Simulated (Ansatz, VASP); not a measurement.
Two plane-wave programs on MgO

File INCAR:

```
PREC = Accurate
ENCUT = 600
EDIFF = 1E-7
ISMEAR = -1
SIGMA = 0.08
LREAL = F
LASPH = T
NELM = 60
ALGO = Normal
ISIF = 3
LWAVE = F
LCHARG = F
GGA = PE
IBRION = 2
NSW = 100
EDIFFG = -0.005
```

KPOINTS

```
regular mesh
0
Gamma
  13 13 13
```

The input POSCAR:

```
MgO
1.0
    0.0000000000      2.2468001554      2.2468001554
    2.2468001554      0.0000000000      2.2468001554
    2.2468001554      2.2468001554      0.0000000000
Mg O
1 1
Direct
    0.0000000000      0.0000000000      0.0000000000
    0.2500000000      0.2500000000      0.2500000000
```

Input for Ansatz:

```yaml
crystal:
  lattice:
    - [0.0, 2.2468001554, 2.2468001554]
    - [2.2468001554, 0.0, 2.2468001554]
    - [2.2468001554, 2.2468001554, 0.0]
  atoms:
    - { symbol: Mg, position: [0.0, 0.0, 0.0] }
    - { symbol: O, position: [0.25, 0.25, 0.25] }
kpoints:
  mp_grid: { grid: [13, 13, 13] }
scf:
  occupations: { method: fermi_dirac, width: 0.08 }
hamiltonian:
  xc: pbe
  pseudopotentials: { kind: paw }
output:
  forces: true
  stress: true
  write_density: true
  write_potential: true
  elf: true
  volumetric_format: npy
relax:
  f_tol: 0.005
  max_steps: 80
  cell: {}
```

Alike in both runs: task relaxation of cell and atoms; functional PBE; k mesh 13 × 13 × 13; occupations fermi-dirac, width 0.08 eV; no spin polarisation.

```csv
,VASP,Ansatz
version,VASP 6.6.1,Ansatz 0.2.0
potentials or method,"VASP PAW PBE potentials, release 64 (Mg, O)","PAW with Ansatz's default frozen-core files, scalar-relativistic"
plane-wave cutoff (eV),600,420
valence electrons in the cell,8,16
```

Ansatz gave:

- gap on the k mesh at the Fermi level, each at its own relaxed structure (eV): 3.48
- relaxed volume (Å³/atom): 12.26
- relaxed length of the cell vector where the two differ most in proportion (Å): 3.261

What did VASP give for the same quantities?

gap on the k mesh at the Fermi level, each at its own relaxed structure (eV): 3.49; relaxed volume (Å³/atom): 12.21; relaxed length of the cell vector where the two differ most in proportion (Å): 3.257.

VASP's potentials hold 8 valence electrons a cell and Ansatz's 16, so a difference there can come from the potentials and not from the codes.
